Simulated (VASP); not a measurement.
# Pb (Fm-3m) in VASP: further runs

The runs below take Pb through single point, with PBE+D4.

All numbers are computed with VASP 6.6.1; they aren't measurements. Logs are shortened: lines on timing, memory, paths and dates and some standing lists are left out, and cuts for length are marked.

### Step 1. The cell of the first run

The structure is cubic, space group Fm-3m (No. 225). Conventional cell: a = 4.950 Å, b = 4.950 Å, c = 4.950 Å, α = 90.00°, β = 90.00°, γ = 90.00°. Pb (site symmetry m-3m) has 12 Pb at 3.50 Å within 4.6 Å.

### Step 2. Single point, PBE+D4

The input, INCAR:

```
ALGO     = Normal         # electronic algorithm
EDIFF    = 1E-7           # SCF threshold, eV
ENCUT    = 520            # plane-wave cutoff, eV
GGA      = PE             # functional
ISIF     = 2              # what is computed and relaxed
ISMEAR   = 1              # smearing method
IVDW     = 13             # dispersion correction
LASPH    = True           # aspherical terms in the spheres
LCHARG   = False          # write CHGCAR
LREAL    = False          # projectors in reciprocal space
LWAVE    = False          # write WAVECAR
NBANDS   = 13             # bands
NELM     = 80             # most SCF steps
PREC     = Accurate       # precision mode
SIGMA    = 0.05           # smearing width, eV
```

The input, KPOINTS:

```
k-points
0
Gamma
  6 6 6
```

The input, POSCAR:

```
Pb
1.0
    0.0000000000      2.4750200000      2.4750200000
    2.4750200000      0.0000000000      2.4750200000
    2.4750200000      2.4750200000      0.0000000000
Pb
1
Direct
    0.0000000000      0.0000000000      0.0000000000
```

Potentials or basis: VASP PAW PBE potentials, release 64 (Pb_d).

Command:

```
$ cat potpaw_PBE.64/Pb_d/POTCAR > POTCAR
$ mpirun -np 1 vasp_std > vasp.out
```

OUTCAR:

```text
EDIFF = 1E-7
   ENCUT = 520
   GGA = PE
   ISIF = 2
   ISMEAR = 1
   IVDW = 13
   LASPH = True
   LREAL = False
   NELM = 80
   PREC = Accurate

 ion  position               nearest neighbor table
   1  0.000  0.000  0.000-

  LATTYP: Found a face centered cubic cell.
 ALAT       =     4.9500400000

  Lattice vectors:

 A1 = (   0.0000000000,   2.4750200000,   2.4750200000)
 A2 = (   2.4750200000,   0.0000000000,   2.4750200000)
 A3 = (   2.4750200000,   2.4750200000,   0.0000000000)

Analysis of symmetry for initial positions (statically):
[... 5 lines left out ...]
 face centered cubic supercell.

 Subroutine GETGRP returns: Found 48 space group operations
 (whereof 48 operations were pure point group operations)
 out of a pool of 48 trial point group operations.

The static configuration has the point symmetry O_h .

Analysis of symmetry for dynamics (positions and initial velocities):
[... 5 lines left out ...]
 face centered cubic supercell.

 Subroutine GETGRP returns: Found 48 space group operations
 (whereof 48 operations were pure point group operations)
 out of a pool of 48 trial point group operations.

The dynamic configuration has the point symmetry O_h .

 Subroutine INISYM returns: Found 48 space group operations
 (whereof 48 operations are pure point group operations),
 and found     1 'primitive' translations

----------------------------------------------------------------------------------------

                                     Primitive cell

  volume of cell :      30.3226

  direct lattice vectors                    reciprocal lattice vectors
     0.000000000  2.475020000  2.475020000    -0.202018570  0.202018570  0.202018570
     2.475020000  0.000000000  2.475020000     0.202018570 -0.202018570  0.202018570
     2.475020000  2.475020000  0.000000000     0.202018570  0.202018570 -0.202018570

  length of vectors
     3.500206851  3.500206851  3.500206851     0.349906427  0.349906427  0.349906427

  position of ions in fractional coordinates (direct lattice)
     0.000000000  0.000000000  0.000000000

  ion indices of the primitive-cell ions
   primitive index   ion index
                 1           1

----------------------------------------------------------------------------------------

 KPOINTS: k-points

Automatic generation of k-mesh.
 Grid dimensions read from file:
 generate k-points for:    6    6    6

[... 59 lines left out ...]
   NFREE  =      0    steps in history (QN), initial steepest desc. (CG)
   ISIF   =      2    stress and relaxation
   ISYM   =      2    0-nonsym 1-usesym 2-fastsym
   POTIM  = 0.5000    time-step for ionic-motion
   TEBEG  =    0.0;   TEEND  =   0.0 temperature during run
   PSTRESS=    0.0 pullay stress
   NELECT =      14.0000    total number of electrons
   NUPDOWN=      -1.0000    fix difference up-down
   EMIN   =  10.00;   EMAX   =-10.00  energy-range for DOS
   EFERMI =   0.00;   METHOD = LEGACY
   ISMEAR =     1;   SIGMA  =   0.05  broadening in eV -4-tet -1-fermi 0-gaus
   EFERMI_NEDOS =   21; number of points for ismear=-14 and -15
   IALGO  =     38    algorithm
   IMIX   =      4    mixing-type and parameters
     AMIX     =   0.40;   BMIX     =  1.00
     AMIX_MAG =   1.60;   BMIX_MAG =  1.00
  volume/ion in A,a.u.               =      30.32       204.63
  Fermi-wavevector in a.u.,A,eV,Ry     =   1.265306  2.391081 21.782907  1.600999
  Thomas-Fermi vector in A             =   2.398566
   LORBIT       =      0    0 simple, 1 ext, 2 COOP (PROOUT), +10 PAW based schemes
   GGA     = PE    functional components
   LHFCALC =     F    Hartree Fock is set to
   AEXX    =    0.0000 exact exchange contribution
   IVDW    =    13    specifies the selected vdW correction
   LEPSILON=     F    determine dielectric tensor
   LRPA    =     F    only Hartree local field effects (RPA)
 non-spin polarized calculation
 Methfessel and Paxton  Order N= 1 SIGMA  =   0.05
  energy-cutoff  :      520.00
  volume of cell :       30.32
 maximum number of plane-waves:       869
 NGX is ok and might be reduce to    28
   NGX = 13   NGY = 13   NGZ = 13

 number of electron      13.9999999 magnetization

 Free energy of the ion-electron system (eV)
  ---------------------------------------------------
  ext. energy  EPLUGINS =         0.00000000
  ---------------------------------------------------
  free energy    TOTEN  =        -3.44946912 eV

  energy without entropy =       -3.44888654  energy(sigma->0) =       -3.44927492

 E-fermi :   7.4685     XC(G=0): -10.1753

 val. band max:        7.2936435570   @ k =  -0.3333   0.3333   0.1667
 cond. band min:       7.4939298294   @ k =   0.3333   0.1667   0.0000
 fundamental gap:      0.2002862724
 Fermi energy:         7.4684794899

 k-point     1 :       0.0000    0.0000    0.0000
  band No.  band energies     occupation
      1      -9.7647      2.00000
      2      -9.7647      2.00000
      3      -9.7647      2.00000
      4      -9.6286      2.00000
      5      -9.6286      2.00000
      6      -4.4611      2.00000
      7      14.7100      0.00000
      8      14.7100      0.00000
      9      14.7100      0.00000
     10      17.0517      0.00000
     11      18.6484      0.00000
     12      19.7731      0.00000
     13      19.7731      0.00000
[... 226 lines left out ...]
  band No.  band energies     occupation
      1      -9.8191      2.00000
      2      -9.7837      2.00000
      3      -9.5834      2.00000
      4      -9.5567      2.00000
      5      -9.4554      2.00000
      6       0.6573      2.00000
      7       4.8935      2.00000
      8       7.2208      2.00000
      9       7.8786     -0.00000
     10      16.0994      0.00000
     11      16.9809      0.00000
     12      22.1110      0.00000
     13      22.4940      0.00000

------------------------ aborting loop because EDIFF is reached ----------------------------------------

  DFT-D4 for vdW energy calculation

  Edisp (eV):   -0.43080

  FORCE on cell =-STRESS in cart. coord.  units (eV):
  Direction    XX          YY          ZZ          XY          YZ          ZX
  --------------------------------------------------------------------------------------
  -------------------------------------------------------------------------------------
  Total       0.18937     0.18937     0.18937     0.00000    -0.00000     0.00000
  in kB      10.00591    10.00591    10.00591     0.00000    -0.00000     0.00000
  external pressure =       10.01 kB  Pullay stress =        0.00 kB

 VOLUME and BASIS-vectors are now :
 -----------------------------------------------------------------------------
  energy-cutoff  :      520.00
  volume of cell :       30.32
      direct lattice vectors                 reciprocal lattice vectors
     0.000000000  2.475020000  2.475020000    -0.202018570  0.202018570  0.202018570
     2.475020000  0.000000000  2.475020000     0.202018570 -0.202018570  0.202018570
     2.475020000  2.475020000  0.000000000     0.202018570  0.202018570 -0.202018570

 POSITION                                       TOTAL-FORCE (eV/Angst)
 -----------------------------------------------------------------------------------
      0.00000      0.00000      0.00000         0.000000      0.000000     -0.000000
 -----------------------------------------------------------------------------------
    total drift:                               -0.000000     -0.000000     -0.000000

  FREE ENERGIE OF THE ION-ELECTRON SYSTEM (eV)
  ---------------------------------------------------
  free  energy   TOTEN  =        -3.8802666000 eV

  energy  without entropy=       -3.8796840199  energy(sigma->0) =       -3.88007241
```

OSZICAR:

```text
N       E                     dE             d eps       ncg     rms          rms(c)
DAV:   1     0.101092773537E+03    0.10109E+03   -0.70891E+03   437   0.125E+03
DAV:   2     0.124645635836E+01   -0.99846E+02   -0.96658E+02   436   0.304E+02
DAV:   3    -0.335381655017E+01   -0.46003E+01   -0.45777E+01   537   0.703E+01
DAV:   4    -0.345502826787E+01   -0.10121E+00   -0.10119E+00   515   0.110E+01
DAV:   5    -0.345948956627E+01   -0.44613E-02   -0.44612E-02   590   0.212E+00    0.545E-01
DAV:   6    -0.345134172520E+01    0.81478E-02   -0.11939E-02   526   0.192E+00    0.275E-01
DAV:   7    -0.344948849963E+01    0.18532E-02   -0.55266E-03   531   0.121E+00    0.897E-02
DAV:   8    -0.344947478734E+01    0.13712E-04   -0.43640E-04   536   0.336E-01    0.108E-02
DAV:   9    -0.344947080284E+01    0.39845E-05   -0.11835E-05   577   0.583E-02    0.527E-03
DAV:  10    -0.344946906293E+01    0.17399E-05   -0.82832E-07   496   0.824E-03    0.399E-04
DAV:  11    -0.344946911691E+01   -0.53980E-07   -0.44845E-08   353   0.335E-03
   1 F= -.38802666E+01 E0= -.38800724E+01  d E =-.582580E-03
```

It took 7.9 s on 1 thread of Intel Xeon Platinum 8259CL at 2.50GHz (Skylake/Cascade Lake), shared host; peak memory 0.15 GiB.

Results:

```
Free energy                : -3.8803 eV
Pressure                   : 1.0 GPa
Band gap on the k mesh     : zero (band 7 reaches 14.71 eV, above the bottom of band 8 at 5.75 eV)
Dispersion energy per atom : -0.431 eV
```

Caveat: the k points lie up to 0.37 Å⁻¹ apart; spin-orbit coupling is left out, which moves the levels of the heavy elements; pairwise dispersion overbinds metals, which lowers pressure and volume.

### Step 3. Single point, PBE+D4

This run uses another cell than the first one, of 32.78 Å³/atom, 1.081 times its volume.

The input, INCAR:

```
ALGO = Fast ; EDIFF = 1E-6
ENCUT = 520 ; GGA = PE
ISIF = 2 ; ISMEAR = 0
IVDW = 13 ; LASPH = True
LCHARG = False ; LREAL = False
LWAVE = False ; NBANDS = 13
NELM = 100 ; PREC = Accurate
SIGMA = 0.05
```

The input, KPOINTS:

```
k-points
0
Gamma
  9 9 9
```

The input, POSCAR:

```
Pb
1.0
    0.0000000000      2.5401183041      2.5401183041
    2.5401183041      0.0000000000      2.5401183041
    2.5401183041      2.5401183041      0.0000000000
Pb
1
Direct
    0.0000000000      0.0000000000      0.0000000000
```

Potentials or basis: VASP PAW PBE potentials, release 64 (Pb_d).

Command:

```
$ cat potpaw_PBE.64/Pb_d/POTCAR > POTCAR
$ mpirun -np 1 vasp_std > vasp.out
```

Run time: 15 s. Hardware: 1 thread of Intel Xeon Platinum 8259CL at 2.50GHz (Skylake/Cascade Lake), shared host; peak memory 0.15 GiB.

Results (log left out):

```yaml
Free_energy: -3.9765 eV
Pressure: -2.9 GPa
Band_gap_on_the_k_mesh: zero (band 7 reaches 13.26 eV, above the bottom of band 8 at 5.06 eV)
Dispersion_energy_per_atom: -0.400 eV
```

Levels at points of the mesh, in eV from the Fermi level:
| k point | band 4 | band 5 | band 6 | band 7 | band 8 | band 9 | band 10 | band 11 |
| --- | --- | --- | --- | --- | --- | --- | --- | --- |
| (0.00, 0.00, 0.00) | -16.81 | -16.81 | -11.15 | 6.92 | 6.92 | 6.92 | 9.81 | 10.47 |

Caveat: spin-orbit coupling is left out, which moves the levels of the heavy elements; pairwise dispersion overbinds metals, which lowers pressure and volume.

### Step 4. Single point, PBE+D4

This run uses another cell than the first one, of 33.48 Å³/atom, 1.104 times its volume.

The input, INCAR:

```
SYSTEM = Pb
PREC = Accurate ; ENCUT = 520
EDIFF = 1E-7 ; ISMEAR = 0
SIGMA = 0.05 ; LREAL = .False.
LASPH = .True. ; NELM = 80
ALGO = Normal ; ISIF = 2
LWAVE = .False. ; LCHARG = .True.
GGA = PE ; IVDW = 13
LELF = .True. ; LVHAR = .True.
NBANDS = 13
```

The input, KPOINTS:

```
Automatic mesh
0
Gamma
  9 9 9
  0 0 0
```

The input, POSCAR:

```
Pb
1.0
    0.0000000000      2.5580070505      2.5580070505
    2.5580070505      0.0000000000      2.5580070505
    2.5580070505      2.5580070505      0.0000000000
Pb
1
Direct
    0.0000000000      0.0000000000      0.0000000000
```

Command:

```
$ cat potpaw_PBE.64/Pb_d/POTCAR > POTCAR
$ mpirun -np 1 vasp_std > vasp.out
```

Run time: 13 s. Hardware: 1 thread of Intel Xeon Platinum 8259CL at 2.50GHz (Skylake/Cascade Lake), shared host; peak memory 0.16 GiB.

The run converged. Its results:

* Free energy: -3.9628 eV
* Pressure: -3.5 GPa
* Band gap on the k mesh: zero (band 7 reaches 12.88 eV, above the bottom of band 8 at 4.88 eV)
* Dispersion energy per atom: -0.392 eV

Levels at points of the mesh, in eV from the Fermi level:
```tsv
k point	band 4	band 5	band 6	band 7	band 8	band 9	band 10	band 11
(0.00, 0.00, 0.00)	-16.83	-16.83	-11.03	6.75	6.75	6.75	9.78	10.19
```

Caveat: spin-orbit coupling is left out, which moves the levels of the heavy elements; pairwise dispersion overbinds metals, which lowers pressure and volume.

### Step 5. Single point, PBE+D4

This run uses another cell than the first one, of 34.17 Å³/atom, 1.127 times its volume.

The input, INCAR:

```
SYSTEM = Pb
PREC     = Accurate       ! precision mode
ENCUT    = 520            ! plane-wave cutoff, eV
EDIFF    = 1E-7           ! SCF threshold, eV
ISMEAR   = 0              ! smearing method
SIGMA    = 0.05           ! smearing width, eV
LREAL    = .FALSE.        ! projectors in reciprocal space
LASPH    = .TRUE.         ! aspherical terms in the spheres
NELM     = 80             ! most SCF steps
ALGO     = Normal         ! electronic algorithm
ISIF     = 2              ! what is computed and relaxed
LWAVE    = .FALSE.        ! write WAVECAR
LCHARG   = .TRUE.         ! write CHGCAR
GGA      = PE             ! functional
IVDW     = 13             ! dispersion correction
LELF     = .TRUE.         ! ELF
LVHAR    = .TRUE.       
NBANDS   = 13             ! bands
```

The input, KPOINTS:

```
regular mesh
0
G
  9 9 9
  0 0 0
```

The input, POSCAR:

```
Pb
1.0
    0.0000000000      2.5756490360      2.5756490360
    2.5756490360      0.0000000000      2.5756490360
    2.5756490360      2.5756490360      0.0000000000
Pb
1
Direct
    0.0000000000      0.0000000000      0.0000000000
```

Command:

```
$ cat potpaw_PBE.64/Pb_d/POTCAR > POTCAR
$ mpirun -np 1 vasp_std > vasp.out
```

Wall time 12 s (1 thread of Intel Xeon Platinum 8259CL at 2.50GHz (Skylake/Cascade Lake), shared host); peak memory 0.16 GiB.

The run converged. Its results:

| Quantity | Value |
| --- | --- |
| Free energy | -3.9514 eV |
| Pressure | -0.2 GPa |
| Band gap on the k mesh | zero (band 7 reaches 12.52 eV, above the bottom of band 8 at 4.71 eV) |
| Dispersion energy per atom | -0.390 eV |

Levels at points of the mesh, in eV from the Fermi level:
| k point | band 5 | band 6 | band 7 | band 8 | band 9 | band 10 |
| --- | --- | --- | --- | --- | --- | --- |
| (0.00, 0.00, 0.00) | -16.84 | -10.93 | 6.58 | 6.58 | 6.58 | 9.74 |

Caveat: spin-orbit coupling is left out, which moves the levels of the heavy elements; pairwise dispersion overbinds metals, which lowers pressure and volume.

### Step 6. Overview

| cell | k mesh | smearing | gap on the mesh (eV) | pressure (GPa) |
| --- | --- | --- | --- | --- |
| a = 3.500 Å, angles 60.0°, 1 atom | 6 × 6 × 6 | methfessel-paxton 0.05 eV | none | 1.0 |
| a = 3.592 Å, angles 60.0°, 1 atom | 9 × 9 × 9 | gaussian 0.05 eV | none | -2.9 |
| a = 3.618 Å, angles 60.0°, 1 atom | 9 × 9 × 9 | gaussian 0.05 eV | none | -3.5 |
| a = 3.643 Å, angles 60.0°, 1 atom | 9 × 9 × 9 | gaussian 0.05 eV | none | -0.2 |

Alike in all rows: task single point; level PBE+D4; potentials or basis VASP PAW PBE potentials, release 64 (Pb_d); no spin polarisation; cutoff (eV) 520.

Caveats: some runs use coarse meshes; spin-orbit coupling is left out, which moves the levels of the heavy elements; pairwise dispersion overbinds metals, which lowers pressure and volume.

Total energies depend on the potentials used, so only differences within one code and one set of settings carry meaning.
